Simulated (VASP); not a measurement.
Input of a VASP 6.6.1 run:

INCAR

```
SYSTEM = GaAs
ALGO     = Normal         ! electronic algorithm
EDIFF    = 1E-6           ! SCF threshold, eV
ENCUT    = 520            ! plane-wave cutoff, eV
GGA      = PS             ! functional
ISIF     = 2              ! what is computed and relaxed
ISMEAR   = 0              ! smearing method
LASPH    = .TRUE.         ! aspherical terms in the spheres
LCHARG   = .FALSE.        ! write CHGCAR
LREAL    = .FALSE.        ! projectors in reciprocal space
LWAVE    = .FALSE.        ! write WAVECAR
NBANDS   = 26             ! bands
NELM     = 100            ! most SCF steps
PREC     = Accurate       ! precision mode
SIGMA    = 0.01           ! smearing width, eV
```

KPOINTS

```
k-points
0
G
  10 10 6
  0 0 0
```

POSCAR

```
GaAs
1.0
    2.8289764104      2.8289764104      0.0000000000
   -2.8289764104      2.8289764104      0.0000000000
    0.0000000000      0.0000000000      5.4316347080
Ga As
2 2
Direct
    0.0000000000      0.0000000000      0.0000000000
    0.5000000000      0.5000000000      0.5000000000
    0.5000000000      0.0000000000      0.7500000000
    0.0000000000      0.5000000000      0.2500000000
```

Potentials or basis: VASP PAW PBE potentials, release 64 (Ga_d, As).

Run with:

```bash
$ cat potpaw_PBE.64/Ga_d/POTCAR potpaw_PBE.64/As/POTCAR > POTCAR
$ mpirun -np 1 vasp_std > vasp.out
```

(1) Predict the pressure.

(2) Estimate the band gap on the k mesh.

## Answers

(1) 3.4 GPa.

(2) 0.59 eV.

Caveat: the cell stands under pressure; semilocal functionals underestimate gaps, and a narrow one can read as zero; the PAW data sets were made with another functional, which shifts forces and pressure a little.
